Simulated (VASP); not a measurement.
# BAs (F-43m) in VASP: single point with HSE06

Aim: the single point of BAs with HSE06.

Everything below comes from runs of VASP 6.6.1. Logs are shortened: lines on timing, memory, paths and dates and some standing lists are left out, and cuts for length are marked.

## 1. The cell of the first run

It takes space group F-43m (No. 216, cubic). Conventional cell: a = 4.777 Å, b = 4.777 Å, c = 4.777 Å, α = 90.00°, β = 90.00°, γ = 90.00°. Within 2.7 Å of B (site symmetry -43m) lie 4 As at 2.07 Å. Within 2.7 Å of As (site symmetry -43m) lie 4 B at 2.07 Å.

## 2. Single point, HSE06, non-collinear spin, zero start, spin-orbit coupling

POSCAR reads:

```
BAs
1.0
    0.0000000000      2.3885000000      2.3885000000
    2.3885000000      0.0000000000      2.3885000000
    2.3885000000      2.3885000000      0.0000000000
B As
1 1
Direct
    0.0000000000      0.0000000000      0.0000000000
    0.2500000000      0.2500000000      0.2500000000
```

INCAR.step1 reads:

```
PREC = Accurate
ENCUT = 520
EDIFF = 1E-5
ISMEAR = 0
SIGMA = 0.01
LREAL = F
LASPH = T
NELM = 150
ALGO = Normal
ISIF = 2
LWAVE = T
LCHARG = F
MAGMOM = 0 0 0 0 0 0
LORBIT = 11
LSORBIT = T
GGA_COMPAT = F
LORBMOM = T
NBANDS = 20
GGA = PE
```

INCAR.step2 reads:

```
PREC = Accurate
ENCUT = 520
EDIFF = 1E-6
ISMEAR = 0
SIGMA = 0.01
LREAL = F
LASPH = T
NELM = 150
ALGO = Normal
ISIF = 2
LWAVE = F
LCHARG = F
MAGMOM = 0 0 0 0 0 0
LORBIT = 11
LSORBIT = T
GGA_COMPAT = F
LORBMOM = T
GGA = PE
LHFCALC = T
HFSCREEN = 0.2079
PRECFOCK = Normal
NBANDS = 20
ISTART = 1
```

KPOINTS reads:

```
Automatic mesh
0
Gamma
  6 6 6
```

Potentials or basis: VASP PAW PBE potentials, release 64 (B, As).

Run with:

```console
> cat potpaw_PBE.64/B/POTCAR potpaw_PBE.64/As/POTCAR > POTCAR
> cp INCAR.step1 INCAR
> mpirun -np 1 vasp_ncl > vasp.out
> cp INCAR.step2 INCAR
> mpirun -np 1 vasp_ncl > vasp.out
```

OUTCAR:

```text
PREC = Accurate
   ENCUT = 520
   EDIFF = 1E-6
   ISMEAR = 0
   LREAL = F
   LASPH = T
   NELM = 150
   ISIF = 2
   LORBIT = 11
   LSORBIT = T
   GGA = PE
   LHFCALC = T
   HFSCREEN = 0.2079
   PRECFOCK = Normal
   ISTART = 1

 ion  position               nearest neighbor table
   1  0.000  0.000  0.000-   2 2.07   2 2.07   2 2.07   2 2.07
   2  0.250  0.250  0.250-   1 2.07   1 2.07   1 2.07   1 2.07

  LATTYP: Found a face centered cubic cell.
 ALAT       =     4.7770000000

  Lattice vectors:

 A1 = (   0.0000000000,   2.3885000000,   2.3885000000)
 A2 = (   2.3885000000,   0.0000000000,   2.3885000000)
 A3 = (   2.3885000000,   2.3885000000,   0.0000000000)

Analysis of symmetry for initial positions (statically):
=====================================================================
 Subroutine PRICEL returns:
 Original cell was already a primitive cell.

 Routine SETGRP: Setting up the symmetry group for a
 face centered cubic supercell.

 Subroutine GETGRP returns: Found 24 space group operations
 (whereof 24 operations were pure point group operations)
 out of a pool of 48 trial point group operations.

The static configuration has the point symmetry T_d .

Analysis of symmetry for dynamics (positions and initial velocities):
=====================================================================
 Subroutine PRICEL returns:
 Original cell was already a primitive cell.

 Routine SETGRP: Setting up the symmetry group for a
 face centered cubic supercell.

 Subroutine GETGRP returns: Found 24 space group operations
 (whereof 24 operations were pure point group operations)
 out of a pool of 48 trial point group operations.

The dynamic configuration has the point symmetry T_d .

Analysis of structural, dynamic, and magnetic symmetry:
=====================================================================
 Subroutine PRICEL returns:
 Original cell was already a primitive cell.

 Routine SETGRP: Setting up the symmetry group for a
 face centered cubic supercell.

 Subroutine GETGRP returns: Found 24 space group operations
 (whereof 24 operations were pure point group operations)
 out of a pool of 48 trial point group operations.

The overall configuration has the point symmetry T_d .

 Subroutine INISYM returns: Found 24 space group operations
[... 688 lines left out ...]
      0.00000      0.00000      0.00000         0.000000     -0.000000      0.000000
      1.19425      1.19425      1.19425        -0.000000      0.000000     -0.000000
 -----------------------------------------------------------------------------------
    total drift:                                0.000000      0.000000     -0.000000

  FREE ENERGIE OF THE ION-ELECTRON SYSTEM (eV)
  ---------------------------------------------------
  free  energy   TOTEN  =       -13.2527340700 eV

  energy  without entropy=      -13.2527340700  energy(sigma->0) =      -13.25273407

 orbital moment (x)

 # of ion     p       d       tot
 ----------------------------------------
  1        -0.000   0.000  -0.000
  2        -0.000   0.000   0.000
 ----------------------------------------
           -0.000   0.000   0.000

 orbital moment (y)

 # of ion     p       d       tot
 ----------------------------------------
  1        -0.000   0.000  -0.000
  2         0.000   0.000   0.000
 ----------------------------------------
           -0.000   0.000   0.000

 orbital moment (z)

 # of ion     p       d       tot
 ----------------------------------------
  1        -0.000   0.000  -0.000
  2         0.000   0.000   0.000
 ----------------------------------------
           -0.000   0.000   0.000

 Spin-Orbit-Coupling matrix elements

 Ion:    1  E_soc:     -0.0000076
 l=   1
     0.0000000    -0.0000013    -0.0000013
    -0.0000013     0.0000000    -0.0000013
    -0.0000013    -0.0000013     0.0000000
 l=   2
     0.0000000     0.0000000     0.0000000     0.0000000     0.0000000
     0.0000000     0.0000000     0.0000000     0.0000000     0.0000000
     0.0000000     0.0000000     0.0000000     0.0000000     0.0000000
     0.0000000     0.0000000     0.0000000     0.0000000     0.0000000
     0.0000000     0.0000000     0.0000000     0.0000000     0.0000000
 l=   3
     0.0000000     0.0000000     0.0000000     0.0000000     0.0000000     0.0000000     0.0000000
     0.0000000     0.0000000     0.0000000     0.0000000     0.0000000     0.0000000     0.0000000
     0.0000000     0.0000000     0.0000000     0.0000000     0.0000000     0.0000000     0.0000000
     0.0000000     0.0000000     0.0000000     0.0000000     0.0000000     0.0000000     0.0000000
     0.0000000     0.0000000     0.0000000     0.0000000     0.0000000     0.0000000     0.0000000
     0.0000000     0.0000000     0.0000000     0.0000000     0.0000000     0.0000000     0.0000000
     0.0000000     0.0000000     0.0000000     0.0000000     0.0000000     0.0000000     0.0000000

 Ion:    2  E_soc:     -0.0204159
 l=   1
     0.0000000    -0.0033747    -0.0033747
    -0.0033747     0.0000000    -0.0033747
    -0.0033747    -0.0033747     0.0000000
 l=   2
     0.0000000    -0.0000147     0.0000000    -0.0000147    -0.0000133
    -0.0000147     0.0000000    -0.0000099    -0.0000147    -0.0000033
     0.0000000    -0.0000099     0.0000000    -0.0000099     0.0000000
    -0.0000147    -0.0000147    -0.0000099     0.0000000    -0.0000033
    -0.0000133    -0.0000033     0.0000000    -0.0000033     0.0000000
 l=   3
     0.0000000     0.0000000     0.0000000     0.0000000     0.0000000     0.0000000     0.0000000
     0.0000000     0.0000000     0.0000000     0.0000000     0.0000000     0.0000000     0.0000000
     0.0000000     0.0000000     0.0000000     0.0000000     0.0000000     0.0000000     0.0000000
     0.0000000     0.0000000     0.0000000     0.0000000     0.0000000     0.0000000     0.0000000
     0.0000000     0.0000000     0.0000000     0.0000000     0.0000000     0.0000000     0.0000000
     0.0000000     0.0000000     0.0000000     0.0000000     0.0000000     0.0000000     0.0000000
     0.0000000     0.0000000     0.0000000     0.0000000     0.0000000     0.0000000     0.0000000

 total charge

# of ion       s       p       d       tot
------------------------------------------
    1        0.656   1.175   0.000   1.831
    2        1.186   1.700   0.093   2.979
--------------------------------------------------
tot          1.842   2.875   0.093   4.810

 magnetization (x)

# of ion       s       p       d       tot
------------------------------------------
    1        0.000   0.000   0.000   0.000
    2       -0.000  -0.000   0.000  -0.000
--------------------------------------------------
tot         -0.000  -0.000   0.000  -0.000

 magnetization (y)

# of ion       s       p       d       tot
------------------------------------------
    1        0.000   0.000   0.000   0.000
    2        0.000   0.000   0.000   0.000
--------------------------------------------------
tot          0.000   0.000   0.000   0.000

 magnetization (z)

# of ion       s       p       d       tot
------------------------------------------
    1       -0.000  -0.000   0.000  -0.000
    2        0.000   0.000   0.000   0.000
--------------------------------------------------
tot         -0.000   0.000   0.000  -0.000
```

OUTCAR.step1:

```text
PREC = Accurate
   ENCUT = 520
   EDIFF = 1E-5
   ISMEAR = 0
   LREAL = F
   LASPH = T
   NELM = 150
   ISIF = 2
   LORBIT = 11
   LSORBIT = T
[... 834 lines left out ...]
tot          0.000   0.000  -0.000   0.000

 magnetization (y)

# of ion       s       p       d       tot
------------------------------------------
    1        0.000   0.000   0.000   0.000
    2        0.000   0.000   0.000   0.000
--------------------------------------------------
tot          0.000   0.000   0.000   0.000

 magnetization (z)

# of ion       s       p       d       tot
------------------------------------------
    1        0.000   0.000   0.000   0.000
    2        0.000   0.000  -0.000   0.000
--------------------------------------------------
tot          0.000   0.000  -0.000   0.000
```

It took 41 min on 1 thread of Intel Xeon Platinum 8488C (Sapphire Rapids), shared host; peak memory 0.35 GiB.

What came out:

- Free energy: -13.2527 eV
- Pressure: -0.6 GPa
- Net moment: 0.00 μB per cell
- Valence electrons inside the program's atomic spheres: B 1.83; As 2.98

Moments on the atoms (μB; x, y, z):
```
B   0.00 0.00 0.00
As  0.00 0.00 0.00
```

Caveat: the k points lie up to 0.38 Å⁻¹ apart; the PAW data sets were made with another functional, which shifts forces and pressure a little.
